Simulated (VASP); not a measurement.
# Ge (I4_1/amd) in VASP: a series of runs, part 2 of 2

VASP 6.6.1.

### 3 Single point, PBE

This run uses another cell than the first one, of 9.66 Å³/atom.

Contents of INCAR:

```
SYSTEM = Ge
PREC = Accurate
ENCUT = 520
EDIFF = 1E-7
ISMEAR = -1
SIGMA = 0.1
LREAL = .False.
LASPH = .True.
NELM = 80
ALGO = Normal
ISIF = 2
LWAVE = .False.
LCHARG = .True.
GGA = PE
LELF = .True.
LVHAR = .True.
NBANDS = 21
```

Contents of KPOINTS:

```
Automatic mesh
0
Gamma
  17 17 17
  0 0 0
```

Contents of POSCAR:

```
Ge
1.0
   -2.0751585146      2.0751585146      1.1210758712
    2.0751585146     -2.0751585146      1.1210758712
    2.0751585146      2.0751585146     -1.1210758712
Ge
2
Direct
   -0.3750000000     -0.1250000000     -0.2500000000
    0.3750000000      0.1250000000      0.2500000000
```

Potentials or basis: VASP PAW PBE potentials, release 64 (Ge_d).

Command:

```bash
$ cat potpaw_PBE.64/Ge_d/POTCAR > POTCAR
$ mpirun -np 1 vasp_std > vasp.out
```

OUTCAR:

```text
SYSTEM = Ge
   PREC = Accurate
   ENCUT = 520
   EDIFF = 1E-7
   ISMEAR = -1
   LREAL = .False.
   LASPH = .True.
   NELM = 80
   ISIF = 2
   GGA = PE

 ion  position               nearest neighbor table
   1  0.625  0.875  0.750-   2 2.15   2 2.15   2 2.15   2 2.15   2 2.67   2 2.67   2 2.67   2 2.67

   2  0.375  0.125  0.250-   1 2.15   1 2.15   1 2.15   1 2.15   1 2.67   1 2.67   1 2.67   1 2.67

  LATTYP: Found a body centered tetragonal cell.
 ALAT       =     4.1503170292
 C/A-ratio  =     0.5402362582

  Lattice vectors:

 A1 = (  -2.0751585146,   2.0751585146,   1.1210758712)
 A2 = (   2.0751585146,  -2.0751585146,   1.1210758712)
 A3 = (   2.0751585146,   2.0751585146,  -1.1210758712)

Analysis of symmetry for initial positions (statically):
=====================================================================
 Subroutine PRICEL returns:
 Original cell was already a primitive cell.

 Routine SETGRP: Setting up the symmetry group for a
 body centered tetragonal supercell.

 Subroutine GETGRP returns: Found 16 space group operations
 (whereof  4 operations were pure point group operations)
 out of a pool of 16 trial point group operations.

The static configuration has the point symmetry C_2h.
 The point group associated with its full space group is D_4h.

Analysis of symmetry for dynamics (positions and initial velocities):
=====================================================================
 Subroutine PRICEL returns:
 Original cell was already a primitive cell.

 Routine SETGRP: Setting up the symmetry group for a
 body centered tetragonal supercell.

 Subroutine GETGRP returns: Found 16 space group operations
 (whereof  4 operations were pure point group operations)
 out of a pool of 16 trial point group operations.

The dynamic configuration has the point symmetry C_2h.
 The point group associated with its full space group is D_4h.

[... 111 lines left out ...]
   EMIN   =  10.00;   EMAX   =-10.00  energy-range for DOS
   EFERMI =   0.00;   METHOD = LEGACY
   ISMEAR =    -1;   SIGMA  =   0.10  broadening in eV -4-tet -1-fermi 0-gaus
   EFERMI_NEDOS =   21; number of points for ismear=-14 and -15
   IALGO  =     38    algorithm
   IMIX   =      4    mixing-type and parameters
     AMIX     =   0.40;   BMIX     =  1.00
     AMIX_MAG =   1.60;   BMIX_MAG =  1.00
  volume/ion in A,a.u.               =       9.66        65.16
  Fermi-wavevector in a.u.,A,eV,Ry     =   1.852941  3.501551 46.714126  3.433391
  Thomas-Fermi vector in A             =   2.902584
   LORBIT       =      0    0 simple, 1 ext, 2 COOP (PROOUT), +10 PAW based schemes
   GGA     = PE    functional components
   LHFCALC =     F    Hartree Fock is set to
   AEXX    =    0.0000 exact exchange contribution
   IVDW    =     0    specifies the selected vdW correction
   LEPSILON=     F    determine dielectric tensor
   LRPA    =     F    only Hartree local field effects (RPA)
 non-spin polarized calculation
  energy-cutoff  :      520.00
  volume of cell :       19.31
 maximum number of plane-waves:       533
   NGX = 11   NGY = 11   NGZ = 11

 number of electron      28.0000031 magnetization

 Free energy of the ion-electron system (eV)
  ---------------------------------------------------
  ext. energy  EPLUGINS =         0.00000000
  ---------------------------------------------------
  free energy    TOTEN  =        -1.11827225 eV

  energy without entropy =       -1.10348141  energy(sigma->0) =       -1.11087683

 E-fermi :  17.0038     XC(G=0): -15.0735

 val. band max:       16.9957347509   @ k =   0.4118   0.0588   0.0588
 cond. band min:      17.0309880958   @ k =  -0.1765   0.1176   0.0000
 fundamental gap:      0.0352533450
 Fermi energy:        17.0037949533

 k-point     1 :       0.0000    0.0000    0.0000
  band No.  band energies     occupation
      1     -10.0044      2.00000
      2      -9.8201      2.00000
      3      -9.7215      2.00000
      4      -9.6729      2.00000
      5      -8.9701      2.00000
      6      -8.9701      2.00000
[... 565 lines left out ...]
     20      33.0354      0.00000
     21      33.5681      0.00000

 [... further k-points ...]

------------------------ aborting loop because EDIFF is reached ----------------------------------------

  FORCE on cell =-STRESS in cart. coord.  units (eV):
  Direction    XX          YY          ZZ          XY          YZ          ZX
  --------------------------------------------------------------------------------------
  -------------------------------------------------------------------------------------
  Total       28.5571679     28.5571679     28.5828517      0.0000000     -0.0000000      0.0000000
  in kB     2369.3442638   2369.3442638   2371.4752063      0.0000000     -0.0000000      0.0000000
  external PRESSURE =    2370.0545780 kB  Pullay stress =       0.0000000 kB

 VOLUME and BASIS-vectors are now :
 -----------------------------------------------------------------------------
  energy-cutoff  :      520.00
  volume of cell :       19.31
      direct lattice vectors                 reciprocal lattice vectors
    -2.075158515  2.075158515  1.121075871     0.000000000  0.240945449  0.446000144
     2.075158515 -2.075158515  1.121075871     0.240945449  0.000000000  0.446000144
     2.075158515  2.075158515 -1.121075871     0.240945449  0.240945449  0.000000000

 POSITION                                       TOTAL-FORCE (eV/Angst)
 -----------------------------------------------------------------------------------
      2.07516      1.03758      0.84081        -0.000000     -0.000000     -0.000000
      0.00000      1.03758      0.28027         0.000000      0.000000      0.000000
 -----------------------------------------------------------------------------------
    total drift:                               -0.000000      0.000000      0.000000

  FREE ENERGIE OF THE ION-ELECTRON SYSTEM (eV)
  ---------------------------------------------------
  free  energy   TOTEN  =        -1.1182722468 eV

  energy  without entropy=       -1.1034814068  energy(sigma->0) =       -1.11087683
```

It took 4 min on 1 thread of Intel Xeon 8259CL, shared host; peak memory 0.24 GiB.

Results:

```
Free energy            : -1.1183 eV
Pressure               : 237.0 GPa
Band gap on the k mesh : zero (bands 14 and 15 overlap by 10.64 eV)
```

Caveat: the cell stands under pressure.

### 4 Single point, PBE

This run uses another cell than the first one, of 11.59 Å³/atom.

Contents of INCAR:

```
SYSTEM = Ge
ALGO     = Normal         ! electronic algorithm
EDIFF    = 1E-7           ! SCF threshold, eV
ENCUT    = 520            ! plane-wave cutoff, eV
GGA      = PE             ! functional
ISIF     = 2              ! what is computed and relaxed
ISMEAR   = -1             ! smearing method
LASPH    = .True.         ! aspherical terms in the spheres
LCHARG   = .False.        ! write CHGCAR
LREAL    = .False.        ! projectors in reciprocal space
LWAVE    = .False.        ! write WAVECAR
NBANDS   = 21             ! bands
NELM     = 60             ! most SCF steps
PREC     = Accurate       ! precision mode
SIGMA    = 0.1            ! smearing width, eV
```

Contents of KPOINTS:

```
k-points
0
Gamma
  17 17 17
  0 0 0
```

Contents of POSCAR:

```
Ge
1.0
   -2.2039202128      2.2039202128      1.1926886019
    2.2039202128     -2.2039202128      1.1926886019
    2.2039202128      2.2039202128     -1.1926886019
Ge
2
Direct
   -0.3750000000     -0.1250000000     -0.2500000000
    0.3750000000      0.1250000000      0.2500000000
```

Command:

```bash
$ cat potpaw_PBE.64/Ge_d/POTCAR > POTCAR
$ mpirun -np 1 vasp_std > vasp.out
```

It took 5.9 min on 1 thread of Intel Xeon 8259CL, shared host; peak memory 0.28 GiB.

It converged, with:

| Item | Value |
| --- | --- |
| Free energy | -5.1720 eV |
| Pressure | 114.7 GPa |
| Band gap on the k mesh | zero (bands 14 and 15 overlap by 9.01 eV) |

Stress tensor (GPa, compression positive):
```
114.60   0.00   0.00
  0.00 114.60   0.00
  0.00   0.00 114.80
```

Levels at points of the mesh, in eV from the Fermi level:
```
           k point  band 10  band 11  band 12  band 13  band 14  band 15  band 16  band 17  band 18  band 19
(0.00, 0.00, 0.00)   -24.90   -18.52    -4.16    -4.16    -2.37     1.84    11.04    11.04    12.47    13.13
```

Caveat: the cell stands under pressure.

### 5 Single point, PBE (11.59 Å³/atom)

This run uses another cell than the first one, of 11.59 Å³/atom.

Contents of INCAR:

```
ALGO = Normal
EDIFF = 1E-7
ENCUT = 520
GGA = PE
ISIF = 2
ISMEAR = -1
LASPH = T
LCHARG = T
LELF = T
LREAL = F
LVHAR = T
LWAVE = F
NBANDS = 21
NELM = 80
PREC = Accurate
SIGMA = 0.1
```

Contents of KPOINTS:

```
k-points
0
Gamma
  17 17 17
```

POSCAR is that of step 4.

Command:

```bash
$ cat potpaw_PBE.64/Ge_d/POTCAR > POTCAR
$ mpirun -np 1 vasp_std > vasp.out
```

It took 6.4 min on 1 thread of Intel Xeon 8259CL, shared host; peak memory 0.28 GiB.

Results (log left out):

| Item | Value |
| --- | --- |
| Free energy | -5.1720 eV |
| Pressure | 114.7 GPa |
| Band gap on the k mesh | zero (bands 14 and 15 overlap by 9.01 eV) |

Stress tensor (GPa, compression positive):
```
114.60   0.00   0.00
  0.00 114.60   0.00
  0.00   0.00 114.80
```

Levels at points of the mesh, in eV from the Fermi level:
```csv
k point,band 12,band 13,band 14,band 15,band 16,band 17
"(0.00, 0.00, 0.00)",-4.16,-4.16,-2.37,1.84,11.04,11.04
```

Caveat: the cell stands under pressure.

### 6 Single point, PBE

This run uses another cell than the first one, of 13.52 Å³/atom.

Contents of INCAR:

```
SYSTEM = Ge
  PREC = Accurate
  ENCUT = 520
  EDIFF = 1E-6
  ISMEAR = -1
  SIGMA = 0.1
  LREAL = .FALSE.
  LASPH = .TRUE.
  NELM = 100
  ALGO = Normal
  ISIF = 2
  LWAVE = .FALSE.
  LCHARG = .TRUE.
  GGA = PE
  LELF = .TRUE.
  LVHAR = .TRUE.
  NBANDS = 21
```

Contents of KPOINTS:

```
Automatic mesh
0
G
  17 17 17
  0 0 0
```

Contents of POSCAR:

```
Ge
1.0
   -2.3189688836      2.3189688836      1.2568277237
    2.3189688836     -2.3189688836      1.2568277237
    2.3189688836      2.3189688836     -1.2568277237
Ge
2
Direct
   -0.3750000000     -0.1250000000     -0.2500000000
    0.3750000000      0.1250000000      0.2500000000
```

Potentials or basis: VASP PAW PBE potentials, release 64 (Ge_d).

Command:

```bash
$ cat potpaw_PBE.64/Ge_d/POTCAR > POTCAR
$ mpirun -np 1 vasp_std > vasp.out
```

It took 5.9 min on 1 thread of Intel Xeon 8259CL, shared host; peak memory 0.3 GiB.

It converged, with:

| Quantity | Value |
| --- | --- |
| Free energy | -7.1463 eV |
| Pressure | 55.7 GPa |
| Band gap on the k mesh | zero (bands 14 and 15 overlap by 7.61 eV) |

Stress tensor (GPa, compression positive):
```
55.55  0.00  0.00
 0.00 55.55  0.00
 0.00  0.00 55.91
```

Levels at points of the mesh, in eV from the Fermi level:
```
           k point  band 11  band 12  band 13  band 14  band 15  band 16  band 17  band 18
(0.00, 0.00, 0.00)   -16.54    -3.47    -3.47    -2.96     2.40     9.86     9.86    10.93
```

Caveat: the cell stands under pressure.

### 7 Overview

| cell | gap on the mesh (eV) | pressure (GPa) |
| --- | --- | --- |
| a = 2.917 Å, angles 97.3, 97.3, 138.2°, 2 atoms | none | 522.2 |
| a = 3.142 Å, angles 97.3, 97.3, 138.2°, 2 atoms | none | 237.0 |
| a = 3.337 Å, angles 97.3, 97.3, 138.1°, 2 atoms | none | 114.7 |
| a = 3.512 Å, angles 97.4, 97.4, 138.1°, 2 atoms | none | 55.7 |

Alike in all rows: task single point; level PBE; potentials or basis VASP PAW PBE potentials, release 64 (Ge_d); no spin polarisation; k mesh 17 × 17 × 17; cutoff (eV) 520; smearing fermi-dirac 0.1 eV.

Caveats: the cell stands under pressure.

Total energies depend on the potentials used, so only differences within one code and one set of settings carry meaning.
